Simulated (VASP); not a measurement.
# Pd (R-3m) in VASP: a series of runs, part 2 of 3

VASP 6.6.1. Earlier steps stand in the parts before.

## 3. Single point, PBEsol

This run uses another cell than the first one, of the same volume but with other edges.

INCAR

```
PREC     = Accurate       # precision mode
ENCUT    = 520            # plane-wave cutoff, eV
EDIFF    = 1E-6           # SCF threshold, eV
ISMEAR   = 0              # smearing method
SIGMA    = 0.15           # smearing width, eV
LREAL    = F              # projectors in reciprocal space
LASPH    = T              # aspherical terms in the spheres
NELM     = 80             # most SCF steps
ALGO     = Fast           # electronic algorithm
ISIF     = 2              # what is computed and relaxed
LWAVE    = F              # write WAVECAR
LCHARG   = T              # write CHGCAR
GGA      = PS             # functional
LELF     = T              # ELF
LVHAR    = T            
NBANDS   = 11             # bands
```

KPOINTS

```
Automatic mesh
0
Gamma
  24 24 24
```

POSCAR

```
Pd
1.0
   -0.2053167122      1.8478504095      1.8478504095
    1.8478504095     -0.2053167122      1.8478504095
    1.8478504095      1.8478504095     -0.2053167122
Pd
1
Direct
    0.0000000000      0.0000000000      0.0000000000
```

Potentials or basis: VASP PAW PBE potentials, release 64 (Pd).

Launch:

```sh
$ cat potpaw_PBE.64/Pd/POTCAR > POTCAR
$ mpirun -np 1 vasp_std > vasp.out
```

OUTCAR:

```text
PREC = Accurate
   ENCUT = 520
   EDIFF = 1E-6
   ISMEAR = 0
   LREAL = F
   LASPH = T
   NELM = 80
   ISIF = 2
   GGA = PS

 ion  position               nearest neighbor table
   1  0.000  0.000  0.000-

  LATTYP: Found a trigonal (rhomboedric) cell.
 ALAT       =     2.6213083039
 COS(alpha) =     0.3865030675

  Lattice vectors:

 A1 = (  -0.2053167122,   1.8478504095,   1.8478504095)
 A2 = (   1.8478504095,  -0.2053167122,   1.8478504095)
 A3 = (   1.8478504095,   1.8478504095,  -0.2053167122)

Analysis of symmetry for initial positions (statically):
=====================================================================
 Subroutine PRICEL returns:
 Original cell was already a primitive cell.

 Routine SETGRP: Setting up the symmetry group for a
 trigonal (rhombohedral) supercell.

 Subroutine GETGRP returns: Found 12 space group operations
 (whereof 12 operations were pure point group operations)
 out of a pool of 12 trial point group operations.

The static configuration has the point symmetry D_3d.

Analysis of symmetry for dynamics (positions and initial velocities):
=====================================================================
 Subroutine PRICEL returns:
 Original cell was already a primitive cell.

 Routine SETGRP: Setting up the symmetry group for a
 trigonal (rhombohedral) supercell.

 Subroutine GETGRP returns: Found 12 space group operations
 (whereof 12 operations were pure point group operations)
 out of a pool of 12 trial point group operations.

The dynamic configuration has the point symmetry D_3d.

 Subroutine INISYM returns: Found 12 space group operations
 (whereof 12 operations are pure point group operations),
 and found     1 'primitive' translations

[... 114 lines left out ...]
  Fermi-wavevector in a.u.,A,eV,Ry     =   1.439354  2.719984 28.187725  2.071739
  Thomas-Fermi vector in A             =   2.558219
   LORBIT       =      0    0 simple, 1 ext, 2 COOP (PROOUT), +10 PAW based schemes
   GGA     = PS    functional components
   LHFCALC =     F    Hartree Fock is set to
   AEXX    =    0.0000 exact exchange contribution
   IVDW    =     0    specifies the selected vdW correction
   LEPSILON=     F    determine dielectric tensor
   LRPA    =     F    only Hartree local field effects (RPA)
 non-spin polarized calculation
 RMM-DIIS sequential band-by-band and
 Gauss-broadening in eV      SIGMA  =   0.15
  energy-cutoff  :      520.00
  volume of cell :       14.71
 maximum number of plane-waves:       422
   NGX =  9   NGY =  9   NGZ =  9

 number of electron      10.0000005 magnetization

 Free energy of the ion-electron system (eV)
  ---------------------------------------------------
  ext. energy  EPLUGINS =         0.00000000
  ---------------------------------------------------
  free energy    TOTEN  =        -5.85759386 eV

  energy without entropy =       -5.84202634  energy(sigma->0) =       -5.84981010

 E-fermi :   9.6827     XC(G=0): -13.3744

 val. band max:        9.6809874292   @ k =  -0.0417   0.4583   0.0417
 cond. band min:       9.6835224961   @ k =  -0.4167   0.4167   0.0833
 fundamental gap:      0.0025350669
 Fermi energy:         9.6826984541

 k-point     1 :       0.0000    0.0000    0.0000
  band No.  band energies     occupation
      1       2.4255      2.00000
      2       5.9969      2.00000
      3       5.9969      2.00000
      4       7.8988      2.00000
      5       8.7177      2.00000
      6       8.7177      2.00000
      7      26.4953      0.00000
      8      30.0820      0.00000
      9      30.0820      0.00000
     10      35.8461      0.00000
     11      36.5752      0.00000
[... 309 lines left out ...]
 k-point    24 :       0.4583    0.0417    0.0000
  band No.  band energies     occupation
      1       4.3298      2.00000
      2       5.8897      2.00000
      3       7.8926      2.00000
      4       8.6877      2.00000
      5       9.4843      1.93855
      6      10.3656      0.00000
      7      16.9000      0.00000
      8      26.8866      0.00000
      9      30.0143      0.00000
     10      33.2716      0.00000
     11      36.8918      0.00000

 [... further k-points ...]

------------------------ aborting loop because EDIFF is reached ----------------------------------------

  FORCE on cell =-STRESS in cart. coord.  units (eV):
  Direction    XX          YY          ZZ          XY          YZ          ZX
  --------------------------------------------------------------------------------------
  -------------------------------------------------------------------------------------
  Total        0.2172006      0.2172006      0.2172006      0.6646524      0.6646524      0.6646524
  in kB       23.6510113     23.6510113     23.6510113     72.3741214     72.3741214     72.3741214
  external PRESSURE =      23.6510113 kB  Pullay stress =       0.0000000 kB

 VOLUME and BASIS-vectors are now :
 -----------------------------------------------------------------------------
  energy-cutoff  :      520.00
  volume of cell :       14.71
      direct lattice vectors                 reciprocal lattice vectors
    -0.205316712  1.847850409  1.847850409    -0.229201135  0.257851277  0.257851277
     1.847850409 -0.205316712  1.847850409     0.257851277 -0.229201135  0.257851277
     1.847850409  1.847850409 -0.205316712     0.257851277  0.257851277 -0.229201135

 POSITION                                       TOTAL-FORCE (eV/Angst)
 -----------------------------------------------------------------------------------
      0.00000      0.00000      0.00000         0.000000      0.000000     -0.000000
 -----------------------------------------------------------------------------------
    total drift:                                0.000000      0.000000      0.000000

  FREE ENERGIE OF THE ION-ELECTRON SYSTEM (eV)
  ---------------------------------------------------
  free  energy   TOTEN  =        -5.8575938571 eV

  energy  without entropy=       -5.8420263438  energy(sigma->0) =       -5.84981010
```

stdout:

```text
POSCAR found type information on POSCAR Pd
 POSCAR found :  1 types and       1 ions
 scaLAPACK will be used
 -----------------------------------------------------------------------------
|                                                                             |
|                                                                             |
|     You enforced a specific xc type in the INCAR file but a different       |
|     I HOPE YOU KNOW WHAT YOU ARE DOING!                                     |
|                                                                             |
 -----------------------------------------------------------------------------

 LDA part: xc-table for (Slater+PW92), standard interpolation
 POSCAR, INCAR and KPOINTS ok, starting setup
 FFT: planning ... GRIDC
 FFT: planning ... GRID_SOFT
 FFT: planning ... GRID
 WAVECAR not read
 entering main loop
```

Wall time 71 s (1 thread of Intel Xeon 6975P-C (Granite Rapids), shared host); peak memory 0.31 GiB.

What came out:

```yaml
Free_energy: -5.8576 eV
Pressure: 2.4 GPa
Band_gap_on_the_k_mesh: zero (band 5 reaches 10.35 eV, above the bottom of band 6 at 8.05 eV)
```

Caveat: the PAW data sets were made with another functional, which shifts forces and pressure a little.

## 4. Single point, PBEsol

This run uses another cell than the first one, of the same volume but with other edges.

INCAR, as its differences from that of step 3:

```diff
@@ -7,3 +7,3 @@
 LASPH    = T              # aspherical terms in the spheres
-NELM     = 80             # most SCF steps
+NELM     = 100            # most SCF steps
 ALGO     = Fast           # electronic algorithm
```

KPOINTS

```
regular mesh
0
Gamma
  24 24 24
```

POSCAR

```
Pd
1.0
    0.2440294630      2.0742504356      2.0742504356
    2.0742504356      0.2440294630      2.0742504356
    2.0742504356      2.0742504356      0.2440294630
Pd
1
Direct
    0.0000000000      0.0000000000      0.0000000000
```

Launch:

```sh
$ cat potpaw_PBE.64/Pd/POTCAR > POTCAR
$ mpirun -np 1 vasp_std > vasp.out
```

It took 71 s on 1 thread of Intel Xeon 6975P-C (Granite Rapids), shared host; peak memory 0.32 GiB.

The run converged. Its results:

```yaml
Free_energy: -5.7943 eV
Pressure: 5.4 GPa
Band_gap_on_the_k_mesh: zero (band 5 reaches 10.31 eV, above the bottom of band 6 at 8.51 eV)
```

Stress tensor (GPa, compression positive):
```
  5.37 -11.59 -11.59
-11.59   5.37 -11.59
-11.59 -11.59   5.37
```

Levels at points of the mesh, in eV from the Fermi level:
| k point | band 1 | band 2 | band 3 | band 4 | band 5 | band 6 | band 7 | band 8 | band 9 | band 10 |
| --- | --- | --- | --- | --- | --- | --- | --- | --- | --- | --- |
| (0.00, 0.00, 0.00) | -7.28 | -3.92 | -2.86 | -2.86 | -0.82 | -0.82 | 15.37 | 19.73 | 24.28 | 24.28 |
| (0.50, 0.00, 0.00) | -5.60 | -3.82 | -1.95 | -0.64 | 0.55 | 1.56 | 8.36 | 15.53 | 19.44 | 21.88 |
| (0.50, 0.50, 0.00) | -5.78 | -5.13 | -0.32 | 0.17 | 0.62 | 3.41 | 10.95 | 11.17 | 15.61 | 19.98 |
| (0.50, 0.50, 0.50) | -5.75 | -3.00 | -3.00 | -0.42 | -0.11 | -0.11 | 4.75 | 18.00 | 24.11 | 24.11 |

Caveat: the PAW data sets were made with another functional, which shifts forces and pressure a little.

(Part 2 of 3 ends here.)
